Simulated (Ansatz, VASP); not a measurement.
**One calculation of TiH5, two programs**

File INCAR:

```
  PREC = Accurate
  ENCUT = 600
  EDIFF = 1E-6
  ISMEAR = 0
  SIGMA = 0.1
  LREAL = F
  LASPH = T
  NELM = 100
  ALGO = Normal
  ISIF = 3
  LWAVE = F
  LCHARG = F
  GGA = PE
  IBRION = 2
  NSW = 90
  EDIFFG = -0.04
```

The input KPOINTS:

```
regular mesh
0
Gamma
  6 6 6
```

The input POSCAR:

```
TiH5
1.0
    0.0000000000      3.0272514000      3.0272514000
    3.0272514000      0.0000000000      3.0272514000
    3.0272514000      3.0272514000      0.0000000000
Ti H
1 5
Direct
    0.2500000000      0.2500000000      0.2500000000
    0.3727328200      0.8757557300      0.8757557300
    0.8757557300      0.3727328200      0.8757557300
    0.8757557300      0.8757557300      0.3727328200
    0.8757557300      0.8757557300      0.8757557300
    0.5000000000      0.5000000000      0.5000000000
```

Input for Ansatz:

```yaml
crystal:
  lattice:
    - [0.0, 3.0272514, 3.0272514]
    - [3.0272514, 0.0, 3.0272514]
    - [3.0272514, 3.0272514, 0.0]
  atoms:
    - { symbol: Ti, position: [0.25, 0.25, 0.25] }
    - { symbol: H, position: [0.37273282, 0.87575573, 0.87575573] }
    - { symbol: H, position: [0.87575573, 0.37273282, 0.87575573] }
    - { symbol: H, position: [0.87575573, 0.87575573, 0.37273282] }
    - { symbol: H, position: [0.87575573, 0.87575573, 0.87575573] }
    - { symbol: H, position: [0.5, 0.5, 0.5] }
basis:
  ecutwfc: 420
kpoints:
  mp_grid: { grid: [6, 6, 6] }
hamiltonian:
  xc: pbe
scf:
  occupations: { method: gaussian, width: 0.1 }
  lower_state_search: "off"
output:
  forces: true
  stress: true
  eigenvalues: true
relax:
  adjacent_minimum: "off"
  f_tol: 0.04
  max_steps: 70
  cell: { stress_tol: 0.4 }
```

Change from the starting cell: species swapped into the Be5Fe type (F-43m, No. 216).

Alike in both runs: task relaxation of cell and atoms; functional PBE; k mesh 6 × 6 × 6; occupations gaussian, width 0.1 eV; no spin polarisation.

|  | VASP | Ansatz |
| --- | --- | --- |
| version | VASP 6.6.1 | Ansatz 0.2.0 |
| potentials or method | VASP PAW PBE potentials, release 64 (Ti_sv, H), cutoff 600 eV | scalar-relativistic, plane waves, PAW |
| valence electrons in the cell | 17 | 17 |

```csv
,VASP,Ansatz,Ansatz less VASP
"gap on the k mesh at the Fermi level, each at its own relaxed structure (eV)",none,none,-
relaxed volume (Å³/atom),4.79,4.77,-0.019
relaxed length of the cell vector where the two differ most in proportion (Å),3.439,3.435,-0.0045
```

A gap of «none» marks a metal or a gap that the smearing closes.

Noted on VASP's run: the volume moved by over 15 % at a fixed basis, so the end points are rough.
